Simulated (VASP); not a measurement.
# CsI (Pm-3m) in VASP: single point with PBE0

Aim: the single point of CsI with PBE0.

Program: VASP 6.6.1. These are calculated values, not measurements. Logs are shortened: lines on timing, memory, paths and dates and some standing lists are left out, and cuts for length are marked.

**1. The cell of the first run**

The structure is cubic, space group Pm-3m (No. 221). Conventional cell: a = 4.608 Å, b = 4.608 Å, c = 4.608 Å, α = 90.00°, β = 90.00°, γ = 90.00°. Cs (site symmetry m-3m) has 8 I at 3.99 Å and 6 Cs at 4.61 Å within 5.2 Å. I (site symmetry m-3m) has 8 Cs at 3.99 Å and 6 I at 4.61 Å within 5.2 Å.

**2. Single point, PBE0**

POSCAR reads:

```
CsI
1.0
    4.6081396334      0.0000000000      0.0000000000
    0.0000000000      4.6081396334      0.0000000000
    0.0000000000      0.0000000000      4.6081396334
Cs I
1 1
Direct
    0.0000000000      0.0000000000      0.0000000000
    0.5000000000      0.5000000000      0.5000000000
```

INCAR.step1 reads:

```
SYSTEM = CsI
PREC = Accurate
ENCUT = 400
EDIFF = 1E-5
ISMEAR = 0
SIGMA = 0.01
LREAL = .False.
LASPH = .True.
NELM = 120
ALGO = Normal
ISIF = 2
LWAVE = .True.
LCHARG = .False.
GGA = PE
NBANDS = 15
GGA_COMPAT = .False.
```

INCAR.step2 reads:

```
SYSTEM = CsI
PREC = Accurate
ENCUT = 400
EDIFF = 1E-6
ISMEAR = 0
SIGMA = 0.01
LREAL = .False.
LASPH = .True.
NELM = 120
ALGO = Normal
ISIF = 2
LWAVE = .False.
LCHARG = .False.
GGA = PE
LHFCALC = .True.
AEXX = 0.25
PRECFOCK = Normal
ISTART = 1
NBANDS = 15
GGA_COMPAT = .False.
```

KPOINTS reads:

```
regular mesh
0
Gamma
  4 4 4
  0 0 0
```

Potentials or basis: VASP PAW PBE potentials, release 64 (Cs_sv, I).

Run with:

```console
> cat potpaw_PBE.64/Cs_sv/POTCAR potpaw_PBE.64/I/POTCAR > POTCAR
> cp INCAR.step1 INCAR
> mpirun -np 1 vasp_std > vasp.out
> cp INCAR.step2 INCAR
> mpirun -np 1 vasp_std > vasp.out
```

OUTCAR:

```text
SYSTEM = CsI
   PREC = Accurate
   ENCUT = 400
   EDIFF = 1E-6
   ISMEAR = 0
   LREAL = .False.
   LASPH = .True.
   NELM = 120
   ISIF = 2
   GGA = PE
   LHFCALC = .True.
   AEXX = 0.25
   PRECFOCK = Normal
   ISTART = 1

 ion  position               nearest neighbor table
   1  0.000  0.000  0.000-
   2  0.500  0.500  0.500-

  LATTYP: Found a simple cubic cell.
 ALAT       =     4.6081396334

  Lattice vectors:

 A1 = (   4.6081396334,   0.0000000000,   0.0000000000)
 A2 = (   0.0000000000,   4.6081396334,   0.0000000000)
 A3 = (   0.0000000000,   0.0000000000,   4.6081396334)

Analysis of symmetry for initial positions (statically):
=====================================================================
 Subroutine PRICEL returns:
 Original cell was already a primitive cell.

 Routine SETGRP: Setting up the symmetry group for a
 simple cubic supercell.

 Subroutine GETGRP returns: Found 48 space group operations
 (whereof 48 operations were pure point group operations)
 out of a pool of 48 trial point group operations.

The static configuration has the point symmetry O_h .

Analysis of symmetry for dynamics (positions and initial velocities):
=====================================================================
 Subroutine PRICEL returns:
 Original cell was already a primitive cell.

 Routine SETGRP: Setting up the symmetry group for a
 simple cubic supercell.

 Subroutine GETGRP returns: Found 48 space group operations
 (whereof 48 operations were pure point group operations)
 out of a pool of 48 trial point group operations.

The dynamic configuration has the point symmetry O_h .

 Subroutine INISYM returns: Found 48 space group operations
 (whereof 48 operations are pure point group operations),
 and found     1 'primitive' translations

----------------------------------------------------------------------------------------

                                     Primitive cell

  volume of cell :      97.8536

  direct lattice vectors                    reciprocal lattice vectors
     4.608139633  0.000000000  0.000000000     0.217007313  0.000000000  0.000000000
     0.000000000  4.608139633  0.000000000     0.000000000  0.217007313  0.000000000
     0.000000000  0.000000000  4.608139633     0.000000000  0.000000000  0.217007313

  length of vectors
     4.608139633  4.608139633  4.608139633     0.217007313  0.217007313  0.217007313
[... 82 lines left out ...]
   EFERMI_NEDOS =   21; number of points for ismear=-14 and -15
   IALGO  =     38    algorithm
   IMIX   =      1    mixing-type and parameters
     AMIX     =   0.40;   BMIX     =  1.00
     AMIX_MAG =   1.60;   BMIX_MAG =  1.00
  volume/ion in A,a.u.               =      48.93       330.17
  Fermi-wavevector in a.u.,A,eV,Ry     =   0.895205  1.691692 10.903601  0.801392
  Thomas-Fermi vector in A             =   2.017508
   LORBIT       =      0    0 simple, 1 ext, 2 COOP (PROOUT), +10 PAW based schemes
   GGA     = PE    functional components
   LHFCALC =     T    Hartree Fock is set to
   PRECFOCK=normal    Normal, Fast or Accurate (Low or Medium for compatibility)
   ENCUT4O =  -1.0   cutoff for four orbital integrals eV
   NKREDX  =     1    reduce k-point grid by
   NKREDY  =     1    reduce k-point grid by
   NKREDZ  =     1    reduce k-point grid by
   AEXX    =    0.2500 exact exchange contribution
   HFSCREEN=    0.0000 screening length (either q_TF or 0.3 A-1)
   HFSCREENC=   0.0000 screening length for correlation (either q_TF or 0.3 A-1)
   ENCUTFOCK=  -1.0 apply spherical cutoff to Coloumb kernel
   IVDW    =     0    specifies the selected vdW correction
   LEPSILON=     F    determine dielectric tensor
   LRPA    =     F    only Hartree local field effects (RPA)
 non-spin polarized calculation
 Gauss-broadening in eV      SIGMA  =   0.01
  energy-cutoff  :      400.00
  volume of cell :       97.85
 maximum number of plane-waves:      1800
  NGX = 24; NGY = 24; NGZ = 24

 number of electron      16.0000010 magnetization

 Free energy of the ion-electron system (eV)
  ---------------------------------------------------
  ext. energy  EPLUGINS =         0.00000000
  ---------------------------------------------------
  free energy    TOTEN  =        -6.83241910 eV

  energy without entropy =       -6.83241910  energy(sigma->0) =       -6.83241910

 E-fermi :  -0.3476     XC(G=0):  -6.0575

 val. band max:       -0.4260117046   @ k =   0.5000   0.5000   0.0000
 cond. band min:       5.0486597340   @ k =   0.0000   0.0000   0.0000
 fundamental gap:      5.4746714386
 Fermi energy:        -0.3476390478

 k-point     1 :       0.0000    0.0000    0.0000
  band No.  band energies     occupation
      1     -22.3406      2.00000
      2     -11.9834      2.00000
      3      -8.0234      2.00000
      4      -8.0234      2.00000
      5      -8.0234      2.00000
      6      -0.5284      2.00000
      7      -0.5284      2.00000
      8      -0.5284      2.00000
      9       5.0487      0.00000
     10       5.4830      0.00000
     11       5.4830      0.00000
     12       9.2446      0.00000
     13       9.2446      0.00000
     14       9.2446      0.00000
[... 149 lines left out ...]
      2     -11.6894      2.00000
      3      -8.2646      2.00000
      4      -8.2646      2.00000
      5      -8.2646      2.00000
      6      -1.7780      2.00000
      7      -1.7780      2.00000
      8      -1.7780      2.00000
      9       8.4157      0.00000
     10       8.4157      0.00000
     11       8.4157      0.00000
     12       9.2827      0.00000
     13       9.2827      0.00000
     14       9.2827      0.00000
     15      11.3853      0.00000

------------------------ aborting loop because EDIFF is reached ----------------------------------------

  FORCE on cell =-STRESS in cart. coord.  units (eV):
  Direction    XX          YY          ZZ          XY          YZ          ZX
  --------------------------------------------------------------------------------------
  -------------------------------------------------------------------------------------
  Total        0.0695859      0.0695859      0.0695859      0.0000000      0.0000000     -0.0000000
  in kB        1.1393439      1.1393439      1.1393439      0.0000000      0.0000000     -0.0000000
  external PRESSURE =       1.1393439 kB  Pullay stress =       0.0000000 kB

 VOLUME and BASIS-vectors are now :
 -----------------------------------------------------------------------------
  energy-cutoff  :      400.00
  volume of cell :       97.85
      direct lattice vectors                 reciprocal lattice vectors
     4.608139633  0.000000000  0.000000000     0.217007313  0.000000000  0.000000000
     0.000000000  4.608139633  0.000000000     0.000000000  0.217007313  0.000000000
     0.000000000  0.000000000  4.608139633     0.000000000  0.000000000  0.217007313

 POSITION                                       TOTAL-FORCE (eV/Angst)
 -----------------------------------------------------------------------------------
      0.00000      0.00000      0.00000         0.000000      0.000000      0.000000
      2.30407      2.30407      2.30407         0.000000      0.000000      0.000000
 -----------------------------------------------------------------------------------
    total drift:                                0.000004      0.000004      0.000004

  FREE ENERGIE OF THE ION-ELECTRON SYSTEM (eV)
  ---------------------------------------------------
  free  energy   TOTEN  =        -6.8324191020 eV

  energy  without entropy=       -6.8324191020  energy(sigma->0) =       -6.83241910
```

OUTCAR.step1:

```text
SYSTEM = CsI
   PREC = Accurate
   ENCUT = 400
   EDIFF = 1E-5
   ISMEAR = 0
   LREAL = .False.
   LASPH = .True.
[... 384 lines left out ...]
      0.00000      0.00000      0.00000         0.000000      0.000000      0.000000
      2.30407      2.30407      2.30407         0.000000      0.000000      0.000000
 -----------------------------------------------------------------------------------
    total drift:                                0.000000     -0.000000     -0.000000

  FREE ENERGIE OF THE ION-ELECTRON SYSTEM (eV)
  ---------------------------------------------------
  free  energy   TOTEN  =        -5.4349409467 eV

  energy  without entropy=       -5.4349409467  energy(sigma->0) =       -5.43494095
```

OSZICAR.step1:

```text
N       E                     dE             d eps       ncg     rms          rms(c)
DAV:   1     0.795893399411E+02    0.79589E+02   -0.53626E+03   300   0.719E+02
DAV:   2     0.124398946512E+01   -0.78345E+02   -0.72031E+02   420   0.134E+02
DAV:   3    -0.548869934327E+01   -0.67327E+01   -0.67137E+01   384   0.434E+01
DAV:   4    -0.557990248611E+01   -0.91203E-01   -0.91197E-01   396   0.622E+00
DAV:   5    -0.558077974591E+01   -0.87726E-03   -0.87725E-03   398   0.525E-01    0.159E+00
DAV:   6    -0.545662293711E+01    0.12416E+00   -0.98190E-02   342   0.154E+00    0.111E+00
DAV:   7    -0.543101078531E+01    0.25612E-01   -0.10081E-01   370   0.152E+00    0.619E-01
DAV:   8    -0.543514693086E+01   -0.41361E-02   -0.13104E-02   314   0.608E-01    0.124E-01
DAV:   9    -0.543485318440E+01    0.29375E-03   -0.57932E-04   398   0.123E-01    0.536E-02
DAV:  10    -0.543494565026E+01   -0.92466E-04   -0.26432E-04   300   0.871E-02    0.351E-02
DAV:  11    -0.543494094669E+01    0.47036E-05   -0.10443E-05   297   0.161E-02
   1 F= -.54349409E+01 E0= -.54349409E+01  d E =-.155690E-51
```

Run time: 2.7 min. Hardware: 1 thread of Intel Xeon 6975P-C (Granite Rapids), shared host; peak memory 0.17 GiB.

What came out:

| Quantity | Value |
| --- | --- |
| Free energy | -6.8324 eV |
| Pressure | 0.1 GPa |
| Band gap on the k mesh | 5.47 eV (least direct gap 5.58 eV) |

Caveat: the PAW data sets were made with another functional, which shifts forces and pressure a little; spin-orbit coupling is left out, which moves the levels of the heavy elements. A k mesh can miss the band edges.
